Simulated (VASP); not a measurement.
Runs of VASP 6.6.1 on TiC. The structure is that of space group Fm-3m (No. 225), or close to it. The cells are those of the table. 

```tsv
task	cell	cutoff (eV)	gap on the mesh (eV)	pressure (GPa)
electric field gradients	a = 3.045, b = 3.045, c = 3.060 Å, angles 59.8, 59.8, 60.3°, 2 atoms	520	none	-3.4
single point	a = 3.076, b = 3.076, c = 3.060 Å, angles 60.2, 60.2, 59.7°, 2 atoms	520	none	-8.2
single point	a = 3.060 Å, angles 60.0°, 2 atoms	520	none	-5.9
electric field gradients	a = 3.060 Å, angles 60.0°, 2 atoms	520	none	-5.9
electric field gradients	a = 3.030, b = 3.030, c = 3.060 Å, angles 59.7, 59.7, 60.7°, 2 atoms	520	none	(a)
single point	a = 3.091, b = 3.091, c = 3.060 Å, angles 60.3, 60.3, 59.3°, 2 atoms	600	none	-10.5
electric field gradients	a = 3.076, b = 3.076, c = 3.060 Å, angles 60.2, 60.2, 59.7°, 2 atoms	520	none	-8.2
```

Alike in all rows: level PBEsol; potentials or basis VASP PAW PBE potentials, release 64 (Ti_sv, C); no spin polarisation; k mesh 14 × 14 × 14; smearing fermi-dirac 0.03 eV.

Q: Estimate the missing entries.

A: (a) -0.6.

Caveats: the PAW data sets were made with another functional, which shifts forces and pressure a little.

A gap of «none» marks levels without a gap at the run's occupations.
